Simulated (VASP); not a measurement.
Set up this calculation in VASP 6.6.1, as the native input.

```yaml
Task: single point
Functional: PBE
Potentials_or_basis: VASP PAW PBE potentials, release 64 (Ti_sv, Al)
Cutoff: 520 eV
k_mesh: 15 × 15 × 6
Occupations: gaussian, width 0.15 eV
Spin: no spin polarisation
Dipole_correction: no
Further_INCAR_settings: ALGO = Fast; EDIFF = 1e-06; NBANDS = 28
```

The structure of Ti3Al lies in POSCAR:

```
Ti3Al
1.0
    2.9297375378      0.0000000000      0.0000000000
   -1.4648687689      2.5372271341      0.0000000000
    0.0000000000      0.0000000000      9.2315308735
Ti Al
3 1
Direct
    0.5290886857      0.2889147638      0.0000000000
    0.3767719055      0.6806912891      0.7504575700
    0.3767719055      0.6806912891      0.2495424300
    0.7566132408      0.3623735775      0.5000000000
```

This cell differs from its parent crystal: atoms displaced along several vibrational modes.

These files were run (other wordings do the same):

INCAR

```
SYSTEM = Ti3Al
PREC = Accurate
ENCUT = 520
EDIFF = 1E-6
ISMEAR = 0
SIGMA = 0.15
LREAL = .False.
LASPH = .True.
NELM = 60
ALGO = Fast
ISIF = 2
LWAVE = .False.
LCHARG = .False.
GGA = PE
NBANDS = 28
```

KPOINTS

```
Automatic mesh
0
Gamma
  15 15 6
  0 0 0
```

Potentials or basis: VASP PAW PBE potentials, release 64 (Ti_sv, Al).

The run is started by

```bash
$ cat potpaw_PBE.64/Ti_sv/POTCAR potpaw_PBE.64/Al/POTCAR > POTCAR
$ mpirun -np 1 vasp_std > vasp.out
```

Results of the run:

```
Pressure               : -0.3 GPa
Largest force          : 0.479 eV/Å
Band gap on the k mesh : zero (an odd number of electrons rules out a gap without spin polarisation)
```

Caveat: the cell differs from its parent crystal (atoms displaced along several vibrational modes).

Run time: 22 min on 1 thread of Intel(R) Xeon(R) 6975P-C (Granite Rapids) (shared host), peak memory 0.76 GiB.
